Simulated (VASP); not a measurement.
# WSe2 (P6_3/mmc) in VASP: a series of runs, part 2 of 2

VASP 6.6.1. Earlier steps stand in the parts before.

## 5. Single point, PBE+D3(BJ) (biaxial strain in the a-b plane: +4.5 %, then relaxed in part)

INCAR reads:

```
SYSTEM = WSe2
PREC = Accurate
ENCUT = 520
EDIFF = 1E-7
ISMEAR = 0
SIGMA = 0.02
LREAL = .FALSE.
LASPH = .TRUE.
NELM = 100
ALGO = Normal
ISIF = 2
LWAVE = .FALSE.
LCHARG = .TRUE.
GGA = PE
IVDW = 12
LELF = .TRUE.
LVHAR = .TRUE.
NBANDS = 35
```

KPOINTS reads:

```
regular mesh
0
G
  12 12 2
  0 0 0
```

POSCAR reads:

```
WSe2
1.0
    3.4267365904      0.0000000000      0.0000000000
   -1.7133682952      2.9676409393      0.0000000000
    0.0000000000      0.0000000000     12.5787252002
W Se
2 4
Direct
    0.6666666667      0.3333333333      0.2500000000
    0.3333333333      0.6666666667      0.7500000000
    0.3333333333      0.6666666667      0.3797220305
    0.6666666667      0.3333333333      0.8797220305
    0.3333333333      0.6666666667      0.1202779695
    0.6666666667      0.3333333333      0.6202779695
```

Potentials or basis: VASP PAW PBE potentials, release 64 (W_sv, Se).

Run with:

```
cat potpaw_PBE.64/W_sv/POTCAR potpaw_PBE.64/Se/POTCAR > POTCAR
mpirun -np 1 vasp_std > vasp.out
```

OUTCAR:

```text
SYSTEM = WSe2
   PREC = Accurate
   ENCUT = 520
   EDIFF = 1E-7
   ISMEAR = 0
   LREAL = .FALSE.
   LASPH = .TRUE.
   NELM = 100
   ISIF = 2
   GGA = PE
   IVDW = 12
 IVDW          = 12

 ion  position               nearest neighbor table
   1  0.667  0.333  0.250-   3 2.56   5 2.56   3 2.56   5 2.56   3 2.56   5 2.56
   2  0.333  0.667  0.750-   4 2.56   6 2.56   4 2.56   6 2.56   4 2.56   6 2.56
   3  0.333  0.667  0.380-   1 2.56   1 2.56   1 2.56
   4  0.667  0.333  0.880-   2 2.56   2 2.56   2 2.56
   5  0.333  0.667  0.120-   1 2.56   1 2.56   1 2.56
   6  0.667  0.333  0.620-   2 2.56   2 2.56   2 2.56
[... 1126 lines left out ...]
  -------------------------------------------------------------------------------------
  Total      -6.94982    -6.94982     0.25374     0.00000    -0.00000     0.00000
  in kB     -87.04727   -87.04727     3.17809     0.00000    -0.00000     0.00000
  external pressure =      -56.97 kB  Pullay stress =        0.00 kB

 VOLUME and BASIS-vectors are now :
 -----------------------------------------------------------------------------
  energy-cutoff  :      520.00
  volume of cell :      127.92
      direct lattice vectors                 reciprocal lattice vectors
     3.426736590  0.000000000  0.000000000     0.291822839  0.168483995  0.000000000
    -1.713368295  2.967640939  0.000000000     0.000000000  0.336967989  0.000000000
     0.000000000  0.000000000 12.578725200     0.000000000  0.000000000  0.079499312

 POSITION                                       TOTAL-FORCE (eV/Angst)
 -----------------------------------------------------------------------------------
      1.71337      0.98921      3.14468         0.000000     -0.000000      0.000000
     -0.00000      1.97843      9.43404        -0.000000      0.000000      0.000000
     -0.00000      1.97843      4.77642         0.000000     -0.000000      0.039926
      1.71337      0.98921     11.06578        -0.000000      0.000000      0.039926
     -0.00000      1.97843      1.51294        -0.000000     -0.000000     -0.039926
      1.71337      0.98921      7.80231        -0.000000      0.000000     -0.039926
 -----------------------------------------------------------------------------------
    total drift:                               -0.000000      0.000000     -0.000000

  FREE ENERGIE OF THE ION-ELECTRON SYSTEM (eV)
  ---------------------------------------------------
  free  energy   TOTEN  =       -45.6193069646 eV

  energy  without entropy=      -45.6193069646  energy(sigma->0) =      -45.61930696
```

Run time: 85 s. Hardware: 1 thread of Intel Xeon 6975P-C (Granite Rapids), shared host; peak memory 0.33 GiB.

What came out:

```
Free energy                : -45.6193 eV
Pressure                   : -5.7 GPa
Largest force              : 0.040 eV/Å
Band gap on the k mesh     : 0.58 eV (least direct gap 1.09 eV)
Dispersion energy per atom : -0.442 eV
```

Forces in eV/Å, atoms in the order of the input:
```
W    0.000  0.000  0.000
W    0.000  0.000  0.000
Se   0.000  0.000  0.040
Se   0.000  0.000  0.040
Se   0.000  0.000 -0.040
Se   0.000  0.000 -0.040
```

Stress tensor (GPa, compression positive):
```
-8.70  0.00  0.00
 0.00 -8.70  0.00
 0.00  0.00  0.32
```

Caveat: the cell differs from its parent crystal (biaxial strain in the a-b plane: +4.5 %, then relaxed in part); the cell stands under tension; spin-orbit coupling is left out, which moves the levels of the heavy elements. A k mesh can miss the band edges.

## 6. Relaxation of the atoms, PBE+D3(BJ) (equal strain along all axes, cell held: +4.5 %)

INCAR: that of step 5 with these lines changed.

```diff
@@ -12,7 +12,8 @@
 LWAVE = .FALSE.
-LCHARG = .TRUE.
+LCHARG = .FALSE.
 GGA = PE
 IVDW = 12
-LELF = .TRUE.
-LVHAR = .TRUE.
-NBANDS = 35
+IBRION = 2
+NSW = 60
+EDIFFG = -0.008
+LUSENCCL = .FALSE.
```

KPOINTS reads:

```
Automatic mesh
0
G
  12 12 2
  0 0 0
```

POSCAR reads:

```
WSe2
1.0
    3.4265974052      0.0000000000      0.0000000000
   -1.7132987026      2.9675204015      0.0000000000
    0.0000000000      0.0000000000     13.3685003900
W Se
2 4
Direct
    0.6666666667      0.3333333333      0.2500000000
    0.3333333333      0.6666666667      0.7500000000
    0.3333333333      0.6666666667      0.3755266727
    0.6666666667      0.3333333333      0.8755266727
    0.3333333333      0.6666666667      0.1244733273
    0.6666666667      0.3333333333      0.6244733273
```

Potentials or basis: VASP PAW PBE potentials, release 64 (W_sv, Se).

Run with:

```
cat potpaw_PBE.64/W_sv/POTCAR potpaw_PBE.64/Se/POTCAR > POTCAR
mpirun -np 1 vasp_std > vasp.out
```

It took 4.8 min on 1 × NVIDIA H100 80GB with 1 thread of AMD EPYC 7R13 (Zen 3), shared host; peak memory 1.4 GiB.

It converged, with:

* Free energy: -45.5584 eV
* Energy gained by relaxing: 7.6 meV/atom
* Ionic steps: 3
* Pressure after relaxing: -6.4 GPa
* Band gap on the k mesh: 0.75 eV (least direct gap 1.15 eV)
* Dispersion energy per atom: -0.414 eV

Stress tensor (GPa, compression positive):
```
-8.63  0.00  0.00
 0.00 -8.63  0.00
 0.00  0.00 -2.08
```

The path:
| step | energy change (eV) | largest force (eV/Å) | pressure (GPa) |
| --- | --- | --- | --- |
| 1 | 0.0000 | 0.5987 | -9.01 |
| 2 | -0.0430 | 0.1389 | -7.03 |
| 3 | -0.0454 | 0.0016 | -6.44 |

Final structure:
```xyz
6
Lattice="3.4266 0.0000 0.0000 -1.7133 2.9675 0.0000 0.0000 0.0000 13.3685" Properties=species:S:1:pos:R:3 pbc="T T T"
W     1.7133    0.9892    3.3421
W     0.0000    1.9783   10.0264
Se    0.0000    1.9783    4.9831
Se    1.7133    0.9892   11.6674
Se    0.0000    1.9783    1.7011
Se    1.7133    0.9892    8.3854
```

Levels at points of the mesh, in eV from the valence-band top:
```tsv
k point	band 23	band 24	band 25	band 26	band 27	band 28	band 29	band 30
(0.00, 0.00, 0.00)	-1.87	-1.10	-0.72	0.00	2.22	2.22	2.24	2.24
(0.50, 0.00, 0.00)	-1.72	-1.58	-1.37	-1.23	1.55	1.58	1.89	1.98
(0.00, 0.00, 0.50)	-1.88	-1.88	-0.16	-0.16	2.22	2.22	2.22	2.22
(0.50, 0.00, 0.50)	-1.65	-1.65	-1.29	-1.29	1.57	1.57	1.94	1.94
```

Caveat: the cell differs from its parent crystal (equal strain along all axes, cell held: +4.5 %); spin-orbit coupling is left out, which moves the levels of the heavy elements.

## 7. Overview

```csv
task,cell,gap on the mesh (eV),pressure (GPa),largest force (eV/Å)
single point,"a = 3.378, b = 3.378, c = 12.647 Å, angles 90.0, 90.0, 120.0°, 6 atoms, atomic positions A",0.80,-3.9,0.04
single point,"a = 3.427, b = 3.427, c = 12.443 Å, angles 90.0, 90.0, 120.0°, 6 atoms, atomic positions A",0.51,-4.9,0.18
single point,"a = 3.427, b = 3.427, c = 12.579 Å, angles 90.0, 90.0, 120.0°, 6 atoms, atomic positions A",0.58,-5.7,0.04
relaxation of the atoms,"atoms relaxed from a = 3.427, b = 3.427, c = 13.369 Å, angles 90.0, 90.0, 120.0°, 6 atoms, atomic positions B",0.75,-6.4,-
```

Alike in all rows: level PBE+D3(BJ); potentials or basis VASP PAW PBE potentials, release 64 (W_sv, Se); no spin polarisation; k mesh 12 × 12 × 2; cutoff (eV) 520; smearing gaussian 0.02 eV.

Caveats: spin-orbit coupling is left out, which moves the levels of the heavy elements; the cell stands under tension (at least some runs).

Absolute energies hang on the potentials; compare differences alone.
